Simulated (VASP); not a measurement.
Write the native input for VASP 6.6.1 that does the following.

```yaml
Task: single point
Functional: PBEsol
Potentials_or_basis: VASP PAW PBE potentials, release 64 (Mo_sv)
Cutoff: 520 eV
k_mesh: 18 × 18 × 18
Occupations: gaussian, width 0.05 eV
Spin: no spin polarisation
Dipole_correction: no
Further_INCAR_settings: ALGO = Normal; EDIFF = 1e-06; NBANDS = 13
```

The structure of Mo lies in POSCAR:

```
Mo
1.0
   -1.5750000000      1.5750000000      1.5750000000
    1.5750000000     -1.5750000000      1.5750000000
    1.5750000000      1.5750000000     -1.5750000000
Mo
1
Direct
    0.0000000000      0.0000000000      0.0000000000
```

The input as run:

INCAR

```
PREC     = Accurate       # precision mode
ENCUT    = 520            # plane-wave cutoff, eV
EDIFF    = 1E-6           # SCF threshold, eV
ISMEAR   = 0              # smearing method
SIGMA    = 0.05           # smearing width, eV
LREAL    = F              # projectors in reciprocal space
LASPH    = T              # aspherical terms in the spheres
NELM     = 100            # most SCF steps
ALGO     = Normal         # electronic algorithm
ISIF     = 2              # what is computed and relaxed
LWAVE    = F              # write WAVECAR
LCHARG   = T              # write CHGCAR
GGA      = PS             # functional
LELF     = T              # ELF
LVHAR    = T            
NBANDS   = 13             # bands
```

KPOINTS

```
regular mesh
0
Gamma
  18 18 18
```

Potentials or basis: VASP PAW PBE potentials, release 64 (Mo_sv).

Command:

```console
$ cat potpaw_PBE.64/Mo_sv/POTCAR > POTCAR
$ mpirun -np 1 vasp_std > vasp.out
```

It gave:

| Item | Value |
| --- | --- |
| Pressure | -4.9 GPa |
| Band gap on the k mesh | zero (band 7 reaches 16.48 eV, above the bottom of band 8 at 11.10 eV) |

Caveat: the PAW data sets were made with another functional, which shifts forces and pressure a little.

Run time: 11 s on 1 thread of Intel(R) Xeon(R) 6975P-C (Granite Rapids), on a shared host, peak memory 0.15 GiB.
